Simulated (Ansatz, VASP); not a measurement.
**Two plane-wave programs on BP**

```xyz
2
Lattice="0.0000 2.2740 2.2740 2.2740 0.0000 2.2740 2.2740 2.2740 0.0000" Properties=species:S:1:pos:R:3 pbc="T T T"
B     0.0000    0.0000    0.0000
P     3.4111    3.4111    3.4111
```

Alike in both runs: task single point; functional r2SCANh; k mesh 8 × 8 × 8; occupations fermi-dirac, width 0.01 eV; no spin polarisation.

|  | VASP | Ansatz |
| --- | --- | --- |
| version | VASP 6.6.1 | Ansatz 0.2.0 |
| potentials or method | VASP PAW PBE potentials, release 64 (B, P), cutoff 460 eV | plane-wave PAW DFT |
| valence electrons in the cell | 8 | 8 |

```tsv
	VASP	Ansatz	Ansatz less VASP
gap on the k mesh at the Fermi level (eV)	2.00	1.97	-0.032
```

VASP's potentials were made for PBE, not for r2SCANh.
